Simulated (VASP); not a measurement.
# Te5Mo (P-62m) in VASP: notebook

Runs on Te5Mo. Level: PBE. Tasks: single point.

Everything below comes from runs of VASP 6.6.1. Logs are shortened: lines on timing, memory, paths and dates and some standing lists are left out, and cuts for length are marked.

### Step 1. The cell of the first run

The structure is hexagonal, space group P-62m (No. 189). The conventional cell has a = 8.428 Å, b = 8.428 Å, c = 3.238 Å, α = 90.00°, β = 90.00°, γ = 120.00°. Te (site symmetry m2m) has 2 Mo at 2.70 Å and 6 Te at 3.24 to 3.57 Å within 3.6 Å. Within 4.3 Å of Te (site symmetry -6) lie 8 Te at 3.24 to 3.57 Å. Within 3.6 Å of Mo (site symmetry -62m) lie 6 Te at 2.70 Å and 2 Mo at 3.24 Å.

The cell was built from a structure type or drawn by symmetry, and may not be a known phase.

### Step 2. Single point, PBE, collinear spin

The input, INCAR:

```
SYSTEM = Te5Mo
PREC = Accurate
ENCUT = 520
EDIFF = 1E-7
ISMEAR = 0
SIGMA = 0.1
LREAL = .FALSE.
LASPH = .TRUE.
NELM = 150
ALGO = Normal
ISIF = 2
LWAVE = .FALSE.
LCHARG = .TRUE.
ISPIN = 2
MAGMOM = 0 0 0 0 0 1
LORBIT = 11
LMAXMIX = 4
GGA = PE
LELF = .TRUE.
LVHAR = .TRUE.
NBANDS = 35
```

The input, KPOINTS:

```
Automatic mesh
0
G
  3 3 6
  0 0 0
```

The input, POSCAR:

```
Te5Mo
1.0
    8.4283018050      0.0000000000      0.0000000000
   -4.2141509025      7.2991234739      0.0000000000
    0.0000000000      0.0000000000      3.2376149571
Te Mo
5 1
Direct
    0.0000000000      0.2564913335      0.5000000000
    0.7435086665      0.7435086665      0.5000000000
    0.2564913335      0.0000000000      0.5000000000
    0.6666666667      0.3333333333      0.0000000000
    0.3333333333      0.6666666667      0.0000000000
    0.0000000000      0.0000000000      0.0000000000
```

Potentials or basis: VASP PAW PBE potentials, release 64 (Te, Mo_sv).

The run is started by

```sh
$ cat potpaw_PBE.64/Te/POTCAR potpaw_PBE.64/Mo_sv/POTCAR > POTCAR
$ mpirun -np 1 vasp_std > vasp.out
```

OUTCAR:

```text
SYSTEM = Te5Mo
   PREC = Accurate
   ENCUT = 520
   EDIFF = 1E-7
   ISMEAR = 0
   LREAL = .FALSE.
   LASPH = .TRUE.
   NELM = 150
   ISIF = 2
   ISPIN = 2
   LORBIT = 11
   GGA = PE

 ion  position               nearest neighbor table
   1  0.000  0.256  0.500-   6 2.70   6 2.70   4 3.57   4 3.57   5 3.57   5 3.57
   2  0.744  0.744  0.500-   6 2.70   6 2.70   5 3.57   5 3.57   4 3.57   4 3.57
   3  0.256  0.000  0.500-   6 2.70   6 2.70   5 3.57   5 3.57   4 3.57   4 3.57
   4  0.667  0.333  0.000-   1 3.57   1 3.57   3 3.57   3 3.57   2 3.57   2 3.57
   5  0.333  0.667  0.000-   3 3.57   3 3.57   1 3.57   1 3.57   2 3.57   2 3.57
   6  0.000  0.000  0.000-   3 2.70   3 2.70   1 2.70   1 2.70   2 2.70   2 2.70

  LATTYP: Found a hexagonal cell.
 ALAT       =     8.4283018050
 C/A-ratio  =     0.3841360967

  Lattice vectors:

 A1 = (   8.4283018050,   0.0000000000,   0.0000000000)
 A2 = (  -4.2141509025,   7.2991234739,   0.0000000000)
 A3 = (   0.0000000000,   0.0000000000,   3.2376149571)

Analysis of symmetry for initial positions (statically):
=====================================================================
 Subroutine PRICEL returns:
 Original cell was already a primitive cell.

 Routine SETGRP: Setting up the symmetry group for a
 hexagonal supercell.

 Subroutine GETGRP returns: Found 12 space group operations
 (whereof 12 operations were pure point group operations)
 out of a pool of 24 trial point group operations.

The static configuration has the point symmetry D_3h.

Analysis of symmetry for dynamics (positions and initial velocities):
=====================================================================
 Subroutine PRICEL returns:
 Original cell was already a primitive cell.

 Routine SETGRP: Setting up the symmetry group for a
 hexagonal supercell.

 Subroutine GETGRP returns: Found 12 space group operations
 (whereof 12 operations were pure point group operations)
 out of a pool of 24 trial point group operations.

The dynamic configuration has the point symmetry D_3h.

Analysis of structural, dynamic, and magnetic symmetry:
=====================================================================
 Subroutine PRICEL returns:
 Original cell was already a primitive cell.

 Routine SETGRP: Setting up the symmetry group for a
 hexagonal supercell.

 Subroutine GETGRP returns: Found 12 space group operations
 (whereof 12 operations were pure point group operations)
 out of a pool of 24 trial point group operations.

The overall configuration has the point symmetry D_3h.

 Subroutine INISYM returns: Found 12 space group operations
 (whereof 12 operations are pure point group operations),
 and found     1 'primitive' translations

----------------------------------------------------------------------------------------

                                     Primitive cell

  volume of cell :     199.1755

  direct lattice vectors                    reciprocal lattice vectors
     8.428301805  0.000000000  0.000000000     0.118647863  0.068501376  0.000000000
    -4.214150903  7.299123474  0.000000000     0.000000000  0.137002752  0.000000000
     0.000000000  0.000000000  3.237614957     0.000000000  0.000000000  0.308869342

  length of vectors
     8.428301805  8.428301805  3.237614957     0.137002752  0.137002752  0.308869342

  position of ions in fractional coordinates (direct lattice)
     0.000000000  0.256491334  0.500000000
     0.743508666  0.743508666  0.500000000
     0.256491334  0.000000000  0.500000000
     0.666666667  0.333333333  0.000000000
     0.333333333  0.666666667  0.000000000
     0.000000000  0.000000000  0.000000000

  ion indices of the primitive-cell ions
   primitive index   ion index
                 1           1
                 2           2
                 3           3
                 4           4
                 5           5
                 6           6

----------------------------------------------------------------------------------------

 KPOINTS: Automatic mesh

Automatic generation of k-mesh.
 Grid dimensions read from file:
 generate k-points for:    3    3    6

 Generating k-lattice:

  Cartesian coordinates                     Fractional coordinates (reciprocal lattice)
     0.039549288  0.022833792  0.000000000     0.333333333  0.000000000  0.000000000
     0.000000000  0.045667584  0.000000000     0.000000000  0.333333333  0.000000000
     0.000000000  0.000000000  0.051478224     0.000000000  0.000000000  0.166666667

  Length of vectors
     0.045667584  0.045667584  0.051478224

  Shift w.r.t. Gamma in fractional coordinates (k-lattice)
     0.000000000  0.000000000  0.000000000

 Subroutine IBZKPT returns following result:
 ===========================================

 Found     12 irreducible k-points:

 Following reciprocal coordinates:
            Coordinates               Weight
  0.000000  0.000000  0.000000      1.000000
  0.333333 -0.000000  0.000000      6.000000
[... 80 lines left out ...]

 val. band max:        5.3258424441   @ k =   0.3333  -0.0000   0.3333
 cond. band min:       5.4343923187   @ k =   0.0000   0.0000   0.3333
 fundamental gap:      0.1085498746
 Fermi energy:         5.3958361323

 spin component 1

 k-point     1 :       0.0000    0.0000    0.0000
  band No.  band energies     occupation
      1     -55.5016      1.00000
      2     -29.6651      1.00000
      3     -29.6651      1.00000
      4     -29.5101      1.00000
      5      -7.4316      1.00000
      6      -6.3539      1.00000
[... 26 lines left out ...]
     33      11.9024      0.00000
     34      12.7685      0.00000

 k-point     2 :       0.3333   -0.0000    0.0000
  band No.  band energies     occupation
      1     -55.5016      1.00000
      2     -29.6651      1.00000
      3     -29.6651      1.00000
      4     -29.5101      1.00000
      5      -7.2667      1.00000
      6      -6.6853      1.00000
[... 26 lines left out ...]
     33      12.4454      0.00000
     34      12.5847      0.00000
[... 331 lines left out ...]
     33      11.0545      0.00000
     34      11.1431      0.00000

 k-point    12 :       0.3333    0.3333    0.5000
  band No.  band energies     occupation
      1     -55.4862      1.00000
      2     -29.7267      1.00000
      3     -29.6350      1.00000
      4     -29.6350      1.00000
      5      -5.0900      1.00000
      6      -4.9590      1.00000
[... 26 lines left out ...]
     33      10.1919      0.00000
     34      11.6589      0.00000
 Fermi energy:         5.3958361323

 spin component 2

 k-point     1 :       0.0000    0.0000    0.0000
  band No.  band energies     occupation
      1     -55.5016      1.00000
      2     -29.6651      1.00000
      3     -29.6651      1.00000
      4     -29.5101      1.00000
      5      -7.4316      1.00000
      6      -6.3539      1.00000
[... 26 lines left out ...]
     33      11.9023      0.00000
     34      12.7685      0.00000

 k-point     2 :       0.3333   -0.0000    0.0000
  band No.  band energies     occupation
      1     -55.5016      1.00000
      2     -29.6651      1.00000
      3     -29.6651      1.00000
      4     -29.5101      1.00000
      5      -7.2667      1.00000
      6      -6.6853      1.00000
[... 26 lines left out ...]
     33      12.4454      0.00000
     34      12.5847      0.00000
[... 331 lines left out ...]
     33      11.0545      0.00000
     34      11.1431      0.00000

 k-point    12 :       0.3333    0.3333    0.5000
  band No.  band energies     occupation
      1     -55.4862      1.00000
      2     -29.7267      1.00000
      3     -29.6350      1.00000
      4     -29.6350      1.00000
      5      -5.0900      1.00000
      6      -4.9590      1.00000
[... 26 lines left out ...]
     33      10.1919      0.00000
     34      11.6588      0.00000
 [bands above 34 left out]

------------------------ aborting loop because EDIFF is reached ----------------------------------------

  FORCE on cell =-STRESS in cart. coord.  units (eV):
  Direction    XX          YY          ZZ          XY          YZ          ZX
  --------------------------------------------------------------------------------------
  -------------------------------------------------------------------------------------
  Total       -0.0828491     -0.0828491     -0.1320336      0.0000000      0.0000000      0.0000000
  in kB       -0.6664424     -0.6664424     -1.0620845      0.0000000      0.0000000      0.0000000
  external PRESSURE =      -0.7983231 kB  Pullay stress =       0.0000000 kB

 VOLUME and BASIS-vectors are now :
 -----------------------------------------------------------------------------
  energy-cutoff  :      520.00
  volume of cell :      199.18
      direct lattice vectors                 reciprocal lattice vectors
     8.428301805  0.000000000  0.000000000     0.118647863  0.068501376  0.000000000
    -4.214150903  7.299123474  0.000000000     0.000000000  0.137002752  0.000000000
     0.000000000  0.000000000  3.237614957     0.000000000  0.000000000  0.308869342

 POSITION                                       TOTAL-FORCE (eV/Angst)
 -----------------------------------------------------------------------------------
     -1.08089      1.87216      1.61881         0.000672     -0.001163     -0.000000
      3.13326      5.42696      1.61881         0.000672      0.001163     -0.000000
      2.16179      0.00000      1.61881        -0.001343      0.000000      0.000000
      4.21415      2.43304      0.00000         0.000000      0.000000     -0.000000
     -0.00000      4.86608      0.00000         0.000000      0.000000     -0.000000
      0.00000      0.00000      0.00000         0.000000      0.000000     -0.000000
 -----------------------------------------------------------------------------------
    total drift:                                0.000000      0.000000      0.000000

  FREE ENERGIE OF THE ION-ELECTRON SYSTEM (eV)
  ---------------------------------------------------
  free  energy   TOTEN  =       -25.3239981571 eV

  energy  without entropy=      -25.3061267286  energy(sigma->0) =      -25.31506244

 total charge

# of ion       s       p       d       tot
------------------------------------------
    1        1.421   1.850   0.063   3.334
    2        1.421   1.850   0.063   3.334
    3        1.421   1.850   0.063   3.334
    4        1.420   1.800   0.020   3.241
    5        1.420   1.800   0.020   3.241
    6        2.283   6.138   4.042  12.463
--------------------------------------------------
tot          9.386  15.290   4.271  28.947

 magnetization (x)

# of ion       s       p       d       tot
------------------------------------------
    1        0.000  -0.000   0.000   0.000
    2        0.000  -0.000   0.000   0.000
    3        0.000  -0.000   0.000   0.000
    4        0.000  -0.000  -0.000  -0.000
    5        0.000  -0.000  -0.000  -0.000
    6       -0.000   0.000  -0.000  -0.000
--------------------------------------------------
tot          0.000  -0.000  -0.000  -0.000
```

It took 6.1 min on 1 thread of Intel Xeon 8259CL, shared host; peak memory 0.44 GiB.

What came out:

| Item | Value |
| --- | --- |
| Free energy | -25.3240 eV |
| Pressure | -0.1 GPa |
| Band gap on the k mesh | zero (filled and empty bands overlap) |
| Net moment | 0.00 μB per cell |
| Valence electrons inside the program's atomic spheres | Te 3.33, 3.24 (each value once); Mo 12.46 |

Caveat: spin-orbit coupling is left out, which moves the levels of the heavy elements.

### Step 3. Single point, PBE

This run uses another cell than the first one, of 31.31 Å³/atom.

The input, INCAR:

```
  PREC = Accurate
  ENCUT = 520
  EDIFF = 1E-7
  ISMEAR = 0
  SIGMA = 0.1
  LREAL = F
  LASPH = T
  NELM = 80
  ALGO = Normal
  ISIF = 2
  LWAVE = F
  LCHARG = T
  GGA = PE
  LELF = T
  LVHAR = T
  NBANDS = 31
```

The input, KPOINTS:

```
regular mesh
0
Gamma
  3 3 4
```

The input, POSCAR:

```
Te5Mo
1.0
    8.0675513521      0.0000000037      0.0000000000
   -4.0337756793      6.9867044154      0.0000000000
    0.0000000000      0.0000000000      3.3332319045
Te Mo
5 1
Direct
    0.0000000000      0.2681781057      0.5000000000
    0.7318218943      0.7318218943      0.5000000000
    0.2681781057      0.0000000000      0.5000000000
    0.6666666667      0.3333333333      0.0000000000
    0.3333333333      0.6666666667      0.0000000000
    0.0000000000      0.0000000000      0.0000000000
```

Potentials or basis: VASP PAW PBE potentials, release 64 (Te, Mo_sv).

The run is started by

```sh
$ cat potpaw_PBE.64/Te/POTCAR potpaw_PBE.64/Mo_sv/POTCAR > POTCAR
$ mpirun -np 1 vasp_std > vasp.out
```

It took 77 s on 1 thread of Intel Xeon 6975P-C (Granite Rapids), shared host; peak memory 0.31 GiB.

It converged, with:

- Free energy: -25.4060 eV
- Pressure: -0.3 GPa
- Largest force: 0.008 eV/Å
- Band gap on the k mesh: zero (bands 22 and 23 overlap by 1.81 eV)

Forces on the atoms (eV/Å):
```
Te  -0.004  0.007  0.000
Te  -0.004 -0.007  0.000
Te   0.008  0.000  0.000
Te   0.000  0.000  0.000
Te   0.000  0.000  0.000
Mo   0.000  0.000  0.000
```

Stress tensor (GPa, compression positive):
```
-0.34  0.00  0.00
 0.00 -0.34  0.00
 0.00  0.00 -0.15
```

Levels at points of the mesh, in eV from the Fermi level:
```csv
k point,band 19,band 20,band 21,band 22,band 23,band 24,band 25,band 26
"(0.00, 0.00, 0.00)",-0.81,-0.79,0.77,0.83,0.83,1.83,1.83,2.49
"(0.00, 0.00, 0.50)",-1.06,-1.00,-1.00,-0.51,-0.51,1.03,1.03,1.19
```

Caveat: the k points lie up to 0.47 Å⁻¹ apart, too coarse for converged energies and pressures of a metal; spin-orbit coupling is left out, which moves the levels of the heavy elements.

### Step 4. Single point, PBE

This run uses another cell than the first one, of 31.84 Å³/atom.

The input, INCAR:

```
SYSTEM = Te5Mo
PREC = Accurate
ENCUT = 520
EDIFF = 1E-6
ISMEAR = 0
SIGMA = 0.1
LREAL = .False.
LASPH = .True.
NELM = 100
ALGO = Normal
ISIF = 2
LWAVE = .False.
LCHARG = .False.
GGA = PE
NBANDS = 31
```

The input, KPOINTS:

```
regular mesh
0
Gamma
  3 3 4
  0 0 0
```

The input, POSCAR:

```
Te5Mo
1.0
    6.2254277100      0.0000000000      0.0000000000
   -3.1127138600      5.3913785500      0.0000000000
    0.0000000000      0.0000000000      5.6925094600
Te Mo
5 1
Direct
    0.0000000000      0.3633560200      0.5000000000
    0.6366439800      0.6366439800      0.5000000000
    0.3633560200      0.0000000000      0.5000000000
    0.6666666700      0.3333333300      0.0000000000
    0.3333333300      0.6666666700      0.0000000000
    0.0000000000      0.0000000000      0.0000000000
```

The run is started by

```sh
$ cat potpaw_PBE.64/Te/POTCAR potpaw_PBE.64/Mo_sv/POTCAR > POTCAR
$ mpirun -np 1 vasp_std > vasp.out
```

Wall time 76 s (1 thread of Intel Xeon 6975P-C (Granite Rapids), shared host); peak memory 0.3 GiB.

It converged, with:

| Property | Result |
| --- | --- |
| Free energy | -20.4767 eV |
| Pressure | -8.4 GPa |
| Largest force | 0.955 eV/Å |
| Band gap on the k mesh | zero (bands 22 and 23 overlap by 0.27 eV) |

Forces in eV/Å, atoms in the order of the input:
```
Te   0.478 -0.827  0.000
Te   0.478  0.827  0.000
Te  -0.955  0.000  0.000
Te   0.000  0.000  0.000
Te   0.000  0.000  0.000
Mo   0.000  0.000  0.000
```

Stress tensor (GPa, compression positive):
```
-8.89  0.00  0.00
 0.00 -8.89  0.00
 0.00  0.00 -7.29
```

Levels at points of the mesh, in eV from the Fermi level:
```
           k point  band 20  band 21  band 22  band 23  band 24  band 25
(0.00, 0.00, 0.00)    -0.64    -0.64    -0.04     0.14     0.14     0.47
(0.00, 0.00, 0.50)    -0.07     0.02     0.02     0.31     0.31     0.83
```

Caveat: the k points lie up to 0.39 Å⁻¹ apart; spin-orbit coupling is left out, which moves the levels of the heavy elements.

### Step 5. Single point, PBE

The input, INCAR:

```
SYSTEM = Te5Mo
PREC     = Accurate       ! precision mode
ENCUT    = 520            ! plane-wave cutoff, eV
EDIFF    = 1E-6           ! SCF threshold, eV
ISMEAR   = 0              ! smearing method
SIGMA    = 0.1            ! smearing width, eV
LREAL    = .False.        ! projectors in reciprocal space
LASPH    = .True.         ! aspherical terms in the spheres
NELM     = 80             ! most SCF steps
ALGO     = Normal         ! electronic algorithm
ISIF     = 2              ! what is computed and relaxed
LWAVE    = .False.        ! write WAVECAR
LCHARG   = .True.         ! write CHGCAR
GGA      = PE             ! functional
LELF     = .True.         ! ELF
LVHAR    = .True.       
NBANDS   = 31             ! bands
```

The input, KPOINTS:

```
regular mesh
0
Gamma
  3 3 6
  0 0 0
```

The input, POSCAR:

```
Te5Mo
1.0
    8.4283018050      0.0000000000      0.0000000000
   -4.2141509025      7.2991234739      0.0000000000
    0.0000000000      0.0000000000      3.2376149571
Te Mo
5 1
Direct
    0.0000000000      0.2564913335      0.5000000000
    0.7435086665      0.7435086665      0.5000000000
    0.2564913335      0.0000000000      0.5000000000
    0.6666666667      0.3333333333      0.0000000000
    0.3333333333      0.6666666667      0.0000000000
    0.0000000000      0.0000000000      0.0000000000
```

The run is started by

```sh
$ cat potpaw_PBE.64/Te/POTCAR potpaw_PBE.64/Mo_sv/POTCAR > POTCAR
$ mpirun -np 1 vasp_std > vasp.out
```

Wall time 82 s (1 thread of Intel Xeon 6975P-C (Granite Rapids), shared host); peak memory 0.32 GiB.

It converged, with:

```yaml
Free_energy: -25.3240 eV
Pressure: -0.1 GPa
Band_gap_on_the_k_mesh: zero (bands 22 and 23 overlap by 1.33 eV)
```

Levels at points of the mesh, in eV from the Fermi level:
| k point | band 18 | band 19 | band 20 | band 21 | band 22 | band 23 | band 24 | band 25 |
| --- | --- | --- | --- | --- | --- | --- | --- | --- |
| (0.00, 0.00, 0.00) | -1.25 | -1.06 | -1.06 | 0.13 | 0.13 | 1.44 | 1.61 | 1.61 |
| (0.00, 0.00, 0.50) | -0.99 | -0.99 | -0.93 | -0.93 | -0.64 | -0.64 | 0.60 | 0.67 |

Caveat: spin-orbit coupling is left out, which moves the levels of the heavy elements.

### Step 6. Summary

| spin | cell | k mesh | gap on the mesh (eV) | pressure (GPa) | largest force (eV/Å) |
| --- | --- | --- | --- | --- | --- |
| collinear | a = 8.428, b = 8.428, c = 3.238 Å, angles 90.0, 90.0, 120.0°, 6 atoms, atomic positions A | 3 × 3 × 6 | none | -0.1 | - |
| off | a = 8.068, b = 8.068, c = 3.333 Å, angles 90.0, 90.0, 120.0°, 6 atoms, atomic positions B | 3 × 3 × 4 | none | -0.3 | 0.01 |
| off | a = 6.225, b = 6.225, c = 5.693 Å, angles 90.0, 90.0, 120.0°, 6 atoms, atomic positions C | 3 × 3 × 4 | none | -8.4 | 0.96 |
| off | a = 8.428, b = 8.428, c = 3.238 Å, angles 90.0, 90.0, 120.0°, 6 atoms, atomic positions A | 3 × 3 × 6 | none | -0.1 | - |

Alike in all rows: task single point; level PBE; potentials or basis VASP PAW PBE potentials, release 64 (Te, Mo_sv); cutoff (eV) 520; smearing gaussian 0.1 eV.

Caveats: some runs use coarse meshes; spin-orbit coupling is left out, which moves the levels of the heavy elements.

Absolute energies hang on the potentials; compare differences alone.
